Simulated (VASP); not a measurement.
# Ge (Fm-3m) in VASP: a series of runs

Runs on Ge. Level: LDA. Tasks: single point.

All numbers are computed with VASP 6.6.1; they aren't measurements. Logs are shortened: lines on timing, memory, paths and dates and some standing lists are left out, and cuts for length are marked.

### 1 The cell of the first run

It takes space group Fm-3m (No. 225, cubic). The conventional cell has a = 4.169 Å, b = 4.169 Å, c = 4.169 Å, α = 90.00°, β = 90.00°, γ = 90.00°. Ge (site symmetry m-3m) has 12 Ge at 2.95 Å within 3.9 Å.

### 2 Single point, LDA

File INCAR:

```
PREC = Accurate
ENCUT = 520
EDIFF = 1E-6
ISMEAR = -1
SIGMA = 0.1
LREAL = False
LASPH = True
NELM = 80
ALGO = Normal
ISIF = 2
LWAVE = False
LCHARG = False
NBANDS = 13
```

File KPOINTS:

```
Automatic mesh
0
Gamma
  13 13 13
```

File POSCAR:

```
Ge
1.0
    0.0000000000      2.0843754853      2.0843754853
    2.0843754853      0.0000000000      2.0843754853
    2.0843754853      2.0843754853      0.0000000000
Ge
1
Direct
    0.0000000000      0.0000000000      0.0000000000
```

Potentials or basis: VASP PAW LDA potentials, release 64 (Ge_d).

Run with:

```bash
cat potpaw_LDA.64/Ge_d/POTCAR > POTCAR
mpirun -np 1 vasp_std > vasp.out
```

OUTCAR:

```text
PREC = Accurate
   ENCUT = 520
   EDIFF = 1E-6
   ISMEAR = -1
   LREAL = False
   LASPH = True
   NELM = 80
   ISIF = 2

 ion  position               nearest neighbor table
   1  0.000  0.000  0.000-

  LATTYP: Found a face centered cubic cell.
 ALAT       =     4.1687509706

  Lattice vectors:

 A1 = (   0.0000000000,   2.0843754853,   2.0843754853)
 A2 = (   2.0843754853,   0.0000000000,   2.0843754853)
 A3 = (   2.0843754853,   2.0843754853,   0.0000000000)

Analysis of symmetry for initial positions (statically):
=====================================================================
 Subroutine PRICEL returns:
 Original cell was already a primitive cell.

 Routine SETGRP: Setting up the symmetry group for a
 face centered cubic supercell.

 Subroutine GETGRP returns: Found 48 space group operations
 (whereof 48 operations were pure point group operations)
 out of a pool of 48 trial point group operations.

The static configuration has the point symmetry O_h .

Analysis of symmetry for dynamics (positions and initial velocities):
=====================================================================
 Subroutine PRICEL returns:
 Original cell was already a primitive cell.

 Routine SETGRP: Setting up the symmetry group for a
 face centered cubic supercell.

 Subroutine GETGRP returns: Found 48 space group operations
 (whereof 48 operations were pure point group operations)
 out of a pool of 48 trial point group operations.

The dynamic configuration has the point symmetry O_h .

 Subroutine INISYM returns: Found 48 space group operations
 (whereof 48 operations are pure point group operations),
 and found     1 'primitive' translations

----------------------------------------------------------------------------------------

                                     Primitive cell

  volume of cell :      18.1116

  direct lattice vectors                    reciprocal lattice vectors
     0.000000000  2.084375485  2.084375485    -0.239880004  0.239880004  0.239880004
     2.084375485  0.000000000  2.084375485     0.239880004 -0.239880004  0.239880004
     2.084375485  2.084375485  0.000000000     0.239880004  0.239880004 -0.239880004

  length of vectors
     2.947752080  2.947752080  2.947752080     0.415484355  0.415484355  0.415484355

  position of ions in fractional coordinates (direct lattice)
     0.000000000  0.000000000  0.000000000

  ion indices of the primitive-cell ions
   primitive index   ion index
                 1           1

----------------------------------------------------------------------------------------

 KPOINTS: Automatic mesh

Automatic generation of k-mesh.
 Grid dimensions read from file:
 generate k-points for:   13   13   13

 Generating k-lattice:

  Cartesian coordinates                     Fractional coordinates (reciprocal lattice)
    -0.018452308  0.018452308  0.018452308     0.076923077  0.000000000  0.000000000
     0.018452308 -0.018452308  0.018452308     0.000000000  0.076923077  0.000000000
     0.018452308  0.018452308 -0.018452308     0.000000000  0.000000000  0.076923077

  Length of vectors
     0.031960335  0.031960335  0.031960335

  Shift w.r.t. Gamma in fractional coordinates (k-lattice)
     0.000000000  0.000000000  0.000000000

 Subroutine IBZKPT returns following result:
 ===========================================

 Found     84 irreducible k-points:

 Following reciprocal coordinates:
            Coordinates               Weight
  0.000000  0.000000  0.000000      1.000000
  0.076923  0.000000  0.000000      8.000000
  0.153846  0.000000  0.000000      8.000000
  0.230769  0.000000  0.000000      8.000000
  0.307692  0.000000  0.000000      8.000000
  0.384615  0.000000  0.000000      8.000000
[... 16 lines left out ...]
  0.384615  0.153846  0.000000     24.000000
  0.461538  0.153846  0.000000     24.000000
 [... further k-points ...]
   k-points           NKPTS =     84   k-points in BZ     NKDIM =     84   number of bands    NBANDS=     13
   number of dos      NEDOS =    301   number of ions     NIONS =      1
   total plane-waves  NPLWV =  13824
   dimension x,y,z NGX =    24 NGY =   24 NGZ =   24
   dimension x,y,z NGXF=    48 NGYF=   48 NGZF=   48
   ions per type =               1
   NGX,Y,Z   is equivalent  to a cutoff of  13.54, 13.54, 13.54 a.u.
   NGXF,Y,Z  is equivalent  to a cutoff of  27.07, 27.07, 27.07 a.u.
 SYSTEM =  unknown system
   PREC   = accura    normal or accurate (medium, high low for compatibility)
   ISTART =      0    job   : 0-new  1-cont  2-samecut
   ICHARG =      2    charge: 1-file 2-atom 10-const
   ISPIN  =      1    spin polarized calculation?
   LNONCOLLINEAR =      F non collinear calculations
   LSORBIT =      F    spin-orbit coupling
   LASPH  =      T    aspherical Exc in radial PAW
   ENCUT  =  520.0 eV  38.22 Ry    6.18 a.u.   5.48  5.48  5.48*2*pi/ulx,y,z
   NELM   =     80;   NELMIN=  2; NELMDL= -5     # of ELM steps
   EDIFF  = 0.1E-05   stopping-criterion for ELM
   LREAL  =      F    real-space projection
   EDIFFG = 0.1E-04   stopping-criterion for IOM
   NSW    =      0    number of steps for IOM
   IBRION =     -1    ionic relax: 0-MD 1-quasi-New 2-CG
   NFREE  =      0    steps in history (QN), initial steepest desc. (CG)
   ISIF   =      2    stress and relaxation
   ISYM   =      2    0-nonsym 1-usesym 2-fastsym
   POTIM  = 0.5000    time-step for ionic-motion
   TEBEG  =    0.0;   TEEND  =   0.0 temperature during run
   PSTRESS=    0.0 pullay stress
   NELECT =      14.0000    total number of electrons
   NUPDOWN=      -1.0000    fix difference up-down
   EMIN   =  10.00;   EMAX   =-10.00  energy-range for DOS
   EFERMI =   0.00;   METHOD = LEGACY
   ISMEAR =    -1;   SIGMA  =   0.10  broadening in eV -4-tet -1-fermi 0-gaus
   EFERMI_NEDOS =   21; number of points for ismear=-14 and -15
   IALGO  =     38    algorithm
   IMIX   =      4    mixing-type and parameters
     AMIX     =   0.40;   BMIX     =  1.00
     AMIX_MAG =   1.60;   BMIX_MAG =  1.00
  volume/ion in A,a.u.               =      18.11       122.22
  Fermi-wavevector in a.u.,A,eV,Ry     =   1.502444  2.839207 30.712937  2.257337
  Thomas-Fermi vector in A             =   2.613684
   LORBIT       =      0    0 simple, 1 ext, 2 COOP (PROOUT), +10 PAW based schemes
   GGA     = CA    functional components
   LHFCALC =     F    Hartree Fock is set to
   AEXX    =    0.0000 exact exchange contribution
   IVDW    =     0    specifies the selected vdW correction
   LEPSILON=     F    determine dielectric tensor
   LRPA    =     F    only Hartree local field effects (RPA)
 non-spin polarized calculation
  energy-cutoff  :      520.00
  volume of cell :       18.11
 maximum number of plane-waves:       531
 NGX is ok and might be reduce to    24
   NGX = 11   NGY = 11   NGZ = 11

 number of electron      13.9999989 magnetization

 Free energy of the ion-electron system (eV)
  ---------------------------------------------------
  ext. energy  EPLUGINS =         0.00000000
  ---------------------------------------------------
  free energy    TOTEN  =        -4.88602829 eV

  energy without entropy =       -4.87128043  energy(sigma->0) =       -4.87865436

 E-fermi :   7.0574     XC(G=0): -11.7845

 val. band max:        7.0572578198   @ k =   0.3846   0.2308   0.0000
 cond. band min:       7.0924691785   @ k =   0.4615   0.3077   0.1538
 fundamental gap:      0.0352113587
 Fermi energy:         7.0573899583

 k-point     1 :       0.0000    0.0000    0.0000
  band No.  band energies     occupation
      1     -17.8511      2.00000
      2     -17.8511      2.00000
      3     -17.8511      2.00000
      4     -17.7943      2.00000
      5     -17.7943      2.00000
      6      -6.5538      2.00000
      7      16.2288      0.00000
      8      16.2288      0.00000
      9      16.2288      0.00000
     10      21.3895      0.00000
     11      21.3895      0.00000
     12      21.3895      0.00000
     13      22.3760      0.00000

 k-point     2 :       0.0769    0.0000    0.0000
  band No.  band energies     occupation
      1     -17.8510      2.00000
      2     -17.8475      2.00000
      3     -17.8475      2.00000
      4     -17.7945      2.00000
      5     -17.7945      2.00000
      6      -6.4016      2.00000
      7      14.7499      0.00000
      8      15.9911      0.00000
      9      15.9911      0.00000
     10      20.5088      0.00000
     11      21.8078      0.00000
     12      21.8078      0.00000
     13      24.4009      0.00000

 k-point     3 :       0.1538    0.0000    0.0000
  band No.  band energies     occupation
      1     -17.8511      2.00000
      2     -17.8401      2.00000
      3     -17.8401      2.00000
      4     -17.7928      2.00000
      5     -17.7928      2.00000
      6      -5.9450      2.00000
      7      11.9101      0.00000
      8      15.4730      0.00000
      9      15.4730      0.00000
     10      19.9375      0.00000
     11      22.5956      0.00000
     12      22.5956      0.00000
     13      25.2602      0.00000
[... 305 lines left out ...]
 k-point    23 :       0.3846    0.1538    0.0000
  band No.  band energies     occupation
      1     -17.8654      2.00000
      2     -17.8334      2.00000
      3     -17.8167      2.00000
      4     -17.7812      2.00000
      5     -17.7475      2.00000
      6      -3.1770      2.00000
      7       5.7548      2.00000
      8      12.0129      0.00000
      9      12.3038      0.00000
     10      16.8254      0.00000
     11      21.6549      0.00000
     12      24.0995      0.00000
     13      25.2290      0.00000

 k-point    24 :       0.4615    0.1538    0.0000
  band No.  band energies     occupation
      1     -17.8621      2.00000
      2     -17.8348      2.00000
      3     -17.8212      2.00000
      4     -17.7700      2.00000
      5     -17.7397      2.00000
      6      -1.7925      2.00000
      7       3.4118      2.00000
      8      11.1808      0.00000
      9      12.3804      0.00000
     10      16.7110      0.00000
     11      22.6981      0.00000
     12      23.1011      0.00000
     13      26.1905      0.00000

 [... further k-points ...]

------------------------ aborting loop because EDIFF is reached ----------------------------------------

  FORCE on cell =-STRESS in cart. coord.  units (eV):
  Direction    XX          YY          ZZ          XY          YZ          ZX
  --------------------------------------------------------------------------------------
  -------------------------------------------------------------------------------------
  Total        0.0182228      0.0182228      0.0182228     -0.0000000     -0.0000000      0.0000000
  in kB        1.6120081      1.6120081      1.6120081     -0.0000000     -0.0000000      0.0000000
  external PRESSURE =       1.6120081 kB  Pullay stress =       0.0000000 kB

 VOLUME and BASIS-vectors are now :
 -----------------------------------------------------------------------------
  energy-cutoff  :      520.00
  volume of cell :       18.11
      direct lattice vectors                 reciprocal lattice vectors
     0.000000000  2.084375485  2.084375485    -0.239880004  0.239880004  0.239880004
     2.084375485  0.000000000  2.084375485     0.239880004 -0.239880004  0.239880004
     2.084375485  2.084375485  0.000000000     0.239880004  0.239880004 -0.239880004

 POSITION                                       TOTAL-FORCE (eV/Angst)
 -----------------------------------------------------------------------------------
      0.00000      0.00000      0.00000        -0.000000     -0.000000     -0.000000
 -----------------------------------------------------------------------------------
    total drift:                                0.000000      0.000000     -0.000000

  FREE ENERGIE OF THE ION-ELECTRON SYSTEM (eV)
  ---------------------------------------------------
  free  energy   TOTEN  =        -4.8860282946 eV

  energy  without entropy=       -4.8712804340  energy(sigma->0) =       -4.87865436
```

It took 5.3 s on 1 thread of Intel Xeon 6975P-C, shared host; peak memory 0.14 GiB.

Results:

| Quantity | Value |
| --- | --- |
| Free energy | -4.8860 eV |
| Pressure | 0.2 GPa |
| Band gap on the k mesh | zero (band 7 reaches 16.23 eV, above the bottom of band 8 at 4.55 eV) |

### 3 Single point, LDA (volume scaled by 0.88)

File INCAR:

```
SYSTEM = Ge
PREC     = Accurate       ! precision mode
ENCUT    = 520            ! plane-wave cutoff, eV
EDIFF    = 1E-6           ! SCF threshold, eV
ISMEAR   = -1             ! smearing method
SIGMA    = 0.1            ! smearing width, eV
LREAL    = .False.        ! projectors in reciprocal space
LASPH    = .True.         ! aspherical terms in the spheres
NELM     = 80             ! most SCF steps
ALGO     = Normal         ! electronic algorithm
ISIF     = 2              ! what is computed and relaxed
LWAVE    = .False.        ! write WAVECAR
LCHARG   = .False.        ! write CHGCAR
GGA      = CA             ! functional
NBANDS   = 13             ! bands
```

File KPOINTS:

```
Automatic mesh
0
Gamma
  15 15 15
  0 0 0
```

File POSCAR:

```
Ge
1.0
    0.0000000000      1.9974236180      1.9974236180
    1.9974236180      0.0000000000      1.9974236180
    1.9974236180      1.9974236180      0.0000000000
Ge
1
Direct
    0.0000000000      0.0000000000      0.0000000000
```

Potentials or basis: VASP PAW LDA potentials, release 64 (Ge_d).

Run with:

```bash
cat potpaw_LDA.64/Ge_d/POTCAR > POTCAR
mpirun -np 1 vasp_std > vasp.out
```

It took 7.9 s on 1 thread of Intel Xeon 6975P-C, shared host; peak memory 0.14 GiB.

Results (log left out):

```yaml
Free_energy: -4.8008 eV
Pressure: 13.6 GPa
Band_gap_on_the_k_mesh: zero (band 7 reaches 19.10 eV, above the bottom of band 8 at 5.84 eV)
```

Levels at points of the mesh, in eV from the Fermi level:
```csv
k point,band 4,band 5,band 6,band 7,band 8,band 9,band 10,band 11
"(0.00, 0.00, 0.00)",-24.96,-24.96,-14.86,10.46,10.46,10.46,15.19,15.19
```

### 4 Single point, LDA (volume scaled by 0.92)

File INCAR:

```
SYSTEM = Ge
PREC = Accurate
ENCUT = 520
EDIFF = 1E-7
ISMEAR = -1
SIGMA = 0.1
LREAL = .FALSE.
LASPH = .TRUE.
NELM = 80
ALGO = Normal
ISIF = 2
LWAVE = .FALSE.
LCHARG = .FALSE.
NBANDS = 13
```

File KPOINTS:

```
Automatic mesh
0
G
  15 15 15
  0 0 0
```

File POSCAR:

```
Ge
1.0
    0.0000000000      2.0272403067      2.0272403067
    2.0272403067      0.0000000000      2.0272403067
    2.0272403067      2.0272403067      0.0000000000
Ge
1
Direct
    0.0000000000      0.0000000000      0.0000000000
```

Run with:

```bash
cat potpaw_LDA.64/Ge_d/POTCAR > POTCAR
mpirun -np 1 vasp_std > vasp.out
```

It took 8 s on 1 thread of Intel Xeon 6975P-C, shared host; peak memory 0.14 GiB.

Results (log left out):

```
Free energy            : -4.8500 eV
Pressure               : 8.1 GPa
Band gap on the k mesh : zero (band 7 reaches 18.07 eV, above the bottom of band 8 at 5.37 eV)
```

Levels at points of the mesh, in eV from the Fermi level:
```tsv
k point	band 3	band 4	band 5	band 6	band 7	band 8	band 9	band 10	band 11	band 12
(0.00, 0.00, 0.00)	-24.99	-24.92	-24.92	-14.41	9.99	9.99	9.99	14.88	14.88	14.88
```

(Part 1 of 2 ends here.)
